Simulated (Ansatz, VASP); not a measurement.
Cd: VASP beside Ansatz

Contents of INCAR:

```
ALGO = Normal
EDIFF = 1E-6
ENCUT = 500
GGA = PS
GGA_COMPAT = F
ISIF = 2
ISMEAR = 0
LASPH = T
LCHARG = T
LELF = T
LREAL = F
LVHAR = T
LWAVE = F
NBANDS = 12
NELM = 120
PREC = Accurate
SIGMA = 0.1
```

File KPOINTS:

```
k-points
0
Gamma
  8 8 8
```

Contents of POSCAR:

```
Cd
1.0
    0.0000000000      2.2504740137      2.2504740137
    2.2504740137      0.0000000000      2.2504740137
    2.2504740137      2.2504740137      0.0000000000
Cd
1
Direct
    0.0000000000      0.0000000000      0.0000000000
```

Input for Ansatz:

```yaml
crystal:
  lattice:
    - [0.0, 2.2504740137, 2.2504740137]
    - [2.2504740137, 0.0, 2.2504740137]
    - [2.2504740137, 2.2504740137, 0.0]
  atoms:
    - { symbol: Cd, position: [0.0, 0.0, 0.0] }
basis:
  ecutwfc: 420
kpoints:
  mp_grid: { grid: [8, 8, 8] }
hamiltonian:
  xc: pbesol
scf:
  occupations: { method: gaussian, width: 0.1 }
output:
  forces: true
  stress: true
  eigenvalues: true
```

Alike in both runs: task single point; functional PBEsol; k mesh 8 × 8 × 8; occupations gaussian, width 0.1 eV; no spin polarisation.

```csv
,VASP,Ansatz
version,VASP 6.6.1,Ansatz 0.2.0
potentials or method,"VASP PAW PBE potentials, release 64 (Cd), cutoff 500 eV","scalar-relativistic, plane waves, PAW"
valence electrons in the cell,12,20
```

VASP gave:

```
gap on the k mesh at the Fermi level (eV) : none
pressure (GPa)                            : -3.5
```

Q: Estimate Ansatz's values.

A: gap on the k mesh at the Fermi level (eV): none; pressure (GPa): -3.8.

VASP's potentials were made for PBE, not for PBEsol. A gap of «none» marks a metal or a gap that the smearing closes. With one functional, cell and mesh, what is left measures potentials, basis and numerics. VASP's potentials hold 12 valence electrons a cell and Ansatz's 20, so a difference there can come from the potentials and not from the codes.
